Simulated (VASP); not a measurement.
# AlCo (CsCl type) (Pm-3m) in VASP: a series of runs

Runs on AlCo (CsCl type). Level: PBE. Tasks: single point.

All numbers are computed with VASP 6.6.1; they aren't measurements. Logs are shortened: lines on timing, memory, paths and dates and some standing lists are left out, and cuts for length are marked.

### Step 1. The cell of the first run

It takes space group Pm-3m (No. 221, cubic). Conventional cell: a = 2.749 Å, b = 2.749 Å, c = 2.749 Å, α = 90.00°, β = 90.00°, γ = 90.00°. Within 3.1 Å of Co (site symmetry m-3m) lie 8 Al at 2.38 Å and 6 Co at 2.75 Å. Within 3.1 Å of Al (site symmetry m-3m) lie 8 Co at 2.38 Å and 6 Al at 2.75 Å.

### Step 2. Single point, PBE

INCAR

```
SYSTEM = AlCo
PREC = Accurate ; ENCUT = 520
EDIFF = 1E-7 ; ISMEAR = -1
SIGMA = 0.08 ; LREAL = .False.
LASPH = .True. ; NELM = 100
ALGO = Normal ; ISIF = 2
LWAVE = .False. ; LCHARG = .False.
GGA = PE ; NBANDS = 13
```

KPOINTS

```
Automatic mesh
0
Gamma
  14 14 14
  0 0 0
```

POSCAR

```
AlCo
1.0
    2.7492902959      0.0000000000      0.0000000000
    0.0000000000      2.7492902959      0.0000000000
    0.0000000000      0.0000000000      2.7492902959
Co Al
1 1
Direct
    0.0000000000      0.0000000000      0.0000000000
    0.5000000000      0.5000000000      0.5000000000
```

Potentials or basis: VASP PAW PBE potentials, release 64 (Co, Al).

On the command line:

```
$ cat potpaw_PBE.64/Co/POTCAR potpaw_PBE.64/Al/POTCAR > POTCAR
$ mpirun -np 1 vasp_std > vasp.out
```

OUTCAR:

```text
SYSTEM = AlCo
   PREC = Accurate
   ENCUT = 520
   EDIFF = 1E-7
   ISMEAR = -1
   LREAL = .False.
   LASPH = .True.
   NELM = 100
   ISIF = 2
   GGA = PE

 ion  position               nearest neighbor table
   1  0.000  0.000  0.000-   2 2.38   2 2.38   2 2.38   2 2.38   2 2.38   2 2.38   2 2.38   2 2.38

   2  0.500  0.500  0.500-   1 2.38   1 2.38   1 2.38   1 2.38   1 2.38   1 2.38   1 2.38   1 2.38

  LATTYP: Found a simple cubic cell.
 ALAT       =     2.7492902959

  Lattice vectors:

 A1 = (   2.7492902959,   0.0000000000,   0.0000000000)
 A2 = (   0.0000000000,   2.7492902959,   0.0000000000)
 A3 = (   0.0000000000,   0.0000000000,   2.7492902959)

Analysis of symmetry for initial positions (statically):
=====================================================================
 Subroutine PRICEL returns:
 Original cell was already a primitive cell.

 Routine SETGRP: Setting up the symmetry group for a
 simple cubic supercell.

 Subroutine GETGRP returns: Found 48 space group operations
 (whereof 48 operations were pure point group operations)
 out of a pool of 48 trial point group operations.

The static configuration has the point symmetry O_h .

Analysis of symmetry for dynamics (positions and initial velocities):
=====================================================================
 Subroutine PRICEL returns:
 Original cell was already a primitive cell.

 Routine SETGRP: Setting up the symmetry group for a
 simple cubic supercell.

 Subroutine GETGRP returns: Found 48 space group operations
 (whereof 48 operations were pure point group operations)
 out of a pool of 48 trial point group operations.

The dynamic configuration has the point symmetry O_h .

 Subroutine INISYM returns: Found 48 space group operations
 (whereof 48 operations are pure point group operations),
 and found     1 'primitive' translations

----------------------------------------------------------------------------------------

                                     Primitive cell

  volume of cell :      20.7808

  direct lattice vectors                    reciprocal lattice vectors
     2.749290296  0.000000000  0.000000000     0.363730233  0.000000000  0.000000000
     0.000000000  2.749290296  0.000000000     0.000000000  0.363730233  0.000000000
     0.000000000  0.000000000  2.749290296     0.000000000  0.000000000  0.363730233

  length of vectors
     2.749290296  2.749290296  2.749290296     0.363730233  0.363730233  0.363730233

  position of ions in fractional coordinates (direct lattice)
     0.000000000  0.000000000  0.000000000
     0.500000000  0.500000000  0.500000000

  ion indices of the primitive-cell ions
   primitive index   ion index
                 1           1
                 2           2

----------------------------------------------------------------------------------------

 KPOINTS: Automatic mesh

Automatic generation of k-mesh.
 Grid dimensions read from file:
 generate k-points for:   14   14   14

 Generating k-lattice:

  Cartesian coordinates                     Fractional coordinates (reciprocal lattice)
     0.025980731  0.000000000  0.000000000     0.071428571  0.000000000  0.000000000
     0.000000000  0.025980731  0.000000000     0.000000000  0.071428571  0.000000000
     0.000000000  0.000000000  0.025980731     0.000000000  0.000000000  0.071428571

  Length of vectors
     0.025980731  0.025980731  0.025980731

  Shift w.r.t. Gamma in fractional coordinates (k-lattice)
     0.000000000  0.000000000  0.000000000

 Subroutine IBZKPT returns following result:
 ===========================================

 Found    120 irreducible k-points:

 Following reciprocal coordinates:
            Coordinates               Weight
  0.000000  0.000000  0.000000      1.000000
  0.071429  0.000000  0.000000      6.000000
  0.142857  0.000000  0.000000      6.000000
  0.214286  0.000000  0.000000      6.000000
  0.285714  0.000000  0.000000      6.000000
  0.357143  0.000000  0.000000      6.000000
[... 16 lines left out ...]
  0.285714  0.214286  0.000000     24.000000
  0.357143  0.214286  0.000000     24.000000
 [... further k-points ...]
   k-points           NKPTS =    120   k-points in BZ     NKDIM =    120   number of bands    NBANDS=     13
   number of dos      NEDOS =    301   number of ions     NIONS =      2
   total plane-waves  NPLWV =   8000
   dimension x,y,z NGX =    20 NGY =   20 NGZ =   20
   dimension x,y,z NGXF=    40 NGYF=   40 NGZF=   40
   ions per type =               1   1
   NGX,Y,Z   is equivalent  to a cutoff of  12.09, 12.09, 12.09 a.u.
   NGXF,Y,Z  is equivalent  to a cutoff of  24.19, 24.19, 24.19 a.u.
 SYSTEM =  AlCo
   PREC   = accura    normal or accurate (medium, high low for compatibility)
   ISTART =      0    job   : 0-new  1-cont  2-samecut
   ICHARG =      2    charge: 1-file 2-atom 10-const
   ISPIN  =      1    spin polarized calculation?
   LNONCOLLINEAR =      F non collinear calculations
   LSORBIT =      F    spin-orbit coupling
   LASPH  =      T    aspherical Exc in radial PAW
   ENCUT  =  520.0 eV  38.22 Ry    6.18 a.u.   5.11  5.11  5.11*2*pi/ulx,y,z
   NELM   =    100;   NELMIN=  2; NELMDL= -5     # of ELM steps
   EDIFF  = 0.1E-06   stopping-criterion for ELM
   LREAL  =      F    real-space projection
   EDIFFG = 0.1E-05   stopping-criterion for IOM
   NSW    =      0    number of steps for IOM
   IBRION =     -1    ionic relax: 0-MD 1-quasi-New 2-CG
   NFREE  =      0    steps in history (QN), initial steepest desc. (CG)
   ISIF   =      2    stress and relaxation
   ISYM   =      2    0-nonsym 1-usesym 2-fastsym
   POTIM  = 0.5000    time-step for ionic-motion
   TEBEG  =    0.0;   TEEND  =   0.0 temperature during run
   PSTRESS=    0.0 pullay stress
   NELECT =      12.0000    total number of electrons
   NUPDOWN=      -1.0000    fix difference up-down
   EMIN   =  10.00;   EMAX   =-10.00  energy-range for DOS
   EFERMI =   0.00;   METHOD = LEGACY
   ISMEAR =    -1;   SIGMA  =   0.08  broadening in eV -4-tet -1-fermi 0-gaus
   EFERMI_NEDOS =   21; number of points for ismear=-14 and -15
   IALGO  =     38    algorithm
   IMIX   =      4    mixing-type and parameters
     AMIX     =   0.40;   BMIX     =  1.00
     AMIX_MAG =   1.60;   BMIX_MAG =  1.00
  volume/ion in A,a.u.               =      10.39        70.12
  Fermi-wavevector in a.u.,A,eV,Ry     =   1.363268  2.576203 25.286431  1.858500
  Thomas-Fermi vector in A             =   2.489686
   LORBIT       =      0    0 simple, 1 ext, 2 COOP (PROOUT), +10 PAW based schemes
   GGA     = PE    functional components
   LHFCALC =     F    Hartree Fock is set to
   AEXX    =    0.0000 exact exchange contribution
   IVDW    =     0    specifies the selected vdW correction
   LEPSILON=     F    determine dielectric tensor
   LRPA    =     F    only Hartree local field effects (RPA)
 non-spin polarized calculation
  energy-cutoff  :      520.00
  volume of cell :       20.78
 maximum number of plane-waves:       587
   NGX = 11   NGY = 11   NGZ = 11

 number of electron      12.0000013 magnetization

 Free energy of the ion-electron system (eV)
  ---------------------------------------------------
  ext. energy  EPLUGINS =         0.00000000
  ---------------------------------------------------
  free energy    TOTEN  =       -11.82744730 eV

  energy without entropy =      -11.81285107  energy(sigma->0) =      -11.82014918

 E-fermi :  12.0873     XC(G=0): -12.8008

 val. band max:       12.0783818848   @ k =   0.4286   0.4286   0.0714
 cond. band min:      12.0903169427   @ k =   0.5000   0.3571   0.0000
 fundamental gap:      0.0119350579
 Fermi energy:        12.0873450135

 k-point     1 :       0.0000    0.0000    0.0000
  band No.  band energies     occupation
      1       0.2700      2.00000
      2       8.6138      2.00000
      3       8.6138      2.00000
      4      11.1167      1.99999
      5      11.1167      1.99999
      6      11.1167      1.99999
      7      18.6362      0.00000
      8      18.6362      0.00000
      9      18.6362      0.00000
     10      21.2878      0.00000
     11      21.2878      0.00000
     12      29.4597      0.00000
     13      35.0911      0.00000

 k-point     2 :       0.0714    0.0000    0.0000
  band No.  band energies     occupation
      1       0.3747      2.00000
      2       8.6079      2.00000
      3       8.6452      2.00000
      4      11.0569      1.99999
      5      11.0569      1.99999
      6      11.1232      1.99999
      7      17.6307      0.00000
      8      18.7820      0.00000
      9      18.7820      0.00000
     10      21.2623      0.00000
     11      22.2383      0.00000
     12      29.7686      0.00000
     13      33.9241      0.00000

 k-point     3 :       0.1429    0.0000    0.0000
  band No.  band energies     occupation
      1       0.6864      2.00000
      2       8.5624      2.00000
      3       8.7348      2.00000
      4      10.8965      2.00000
      5      10.8965      2.00000
      6      11.1415      1.99999
      7      16.0023      0.00000
      8      19.2006      0.00000
      9      19.2006      0.00000
     10      21.1873      0.00000
     11      23.6905      0.00000
     12      30.7212      0.00000
     13      32.1425      0.00000
[... 305 lines left out ...]
 k-point    23 :       0.2857    0.2143    0.0000
  band No.  band energies     occupation
      1       2.7626      2.00000
      2       8.3210      2.00000
      3       8.9451      2.00000
      4      10.0393      2.00000
      5      10.5260      2.00000
      6      10.8030      2.00000
      7      13.7022      0.00000
      8      16.4369      0.00000
      9      21.8269      0.00000
     10      21.9500      0.00000
     11      25.4754      0.00000
     12      29.2647      0.00000
     13      29.4898      0.00000

 k-point    24 :       0.3571    0.2143    0.0000
  band No.  band energies     occupation
      1       3.5903      2.00000
      2       7.6093      2.00000
      3       9.1776      2.00000
      4       9.9616      2.00000
      5      10.3529      2.00000
      6      10.8313      2.00000
      7      12.8949      0.00008
      8      17.0622      0.00000
      9      21.0034      0.00000
     10      22.7755      0.00000
     11      25.2287      0.00000
     12      27.7480      0.00000
     13      30.0314      0.00000

 [... further k-points ...]
[... 5 lines left out ...]
  --------------------------------------------------------------------------------------
  -------------------------------------------------------------------------------------
  Total        3.2281130      3.2281130      3.2281130      0.0000000      0.0000000      0.0000000
  in kB      248.8843049    248.8843049    248.8843049      0.0000000      0.0000000      0.0000000
  external PRESSURE =     248.8843049 kB  Pullay stress =       0.0000000 kB

 VOLUME and BASIS-vectors are now :
 -----------------------------------------------------------------------------
  energy-cutoff  :      520.00
  volume of cell :       20.78
      direct lattice vectors                 reciprocal lattice vectors
     2.749290296  0.000000000  0.000000000     0.363730233  0.000000000  0.000000000
     0.000000000  2.749290296  0.000000000     0.000000000  0.363730233  0.000000000
     0.000000000  0.000000000  2.749290296     0.000000000  0.000000000  0.363730233

 POSITION                                       TOTAL-FORCE (eV/Angst)
 -----------------------------------------------------------------------------------
      0.00000      0.00000      0.00000         0.000000      0.000000      0.000000
      1.37465      1.37465      1.37465         0.000000      0.000000      0.000000
 -----------------------------------------------------------------------------------
    total drift:                               -0.000000      0.000000      0.000000

  FREE ENERGIE OF THE ION-ELECTRON SYSTEM (eV)
  ---------------------------------------------------
  free  energy   TOTEN  =       -11.8274472965 eV

  energy  without entropy=      -11.8128510650  energy(sigma->0) =      -11.82014918
```

Run time: 16 s. Hardware: 1 thread of Intel Xeon Platinum 8375C at 2.90GHz (Ice Lake), shared host; peak memory 0.15 GiB.

What came out:

```
Free energy            : -11.8274 eV
Pressure               : 24.9 GPa
Band gap on the k mesh : zero (band 6 reaches 14.49 eV, above the bottom of band 7 at 11.83 eV)
```

Levels at points of the mesh, in eV from the Fermi level:
```tsv
k point	band 3	band 4	band 5	band 6	band 7	band 8	band 9	band 10
(0.00, 0.00, 0.00)	-3.47	-0.97	-0.97	-0.97	6.55	6.55	6.55	9.20
(0.50, 0.00, 0.00)	-2.78	-1.97	-1.97	-0.84	0.25	8.53	11.25	11.25
(0.50, 0.50, 0.00)	-2.89	-2.89	-1.76	-1.76	-0.26	2.78	4.13	14.06
(0.50, 0.50, 0.50)	-4.46	-0.22	-0.22	2.40	2.40	2.40	5.17	5.95
```

Spin polarisation is off, so any magnetic state and its effect on volume and gap are missing.

(Part 1 of 2 ends here.)
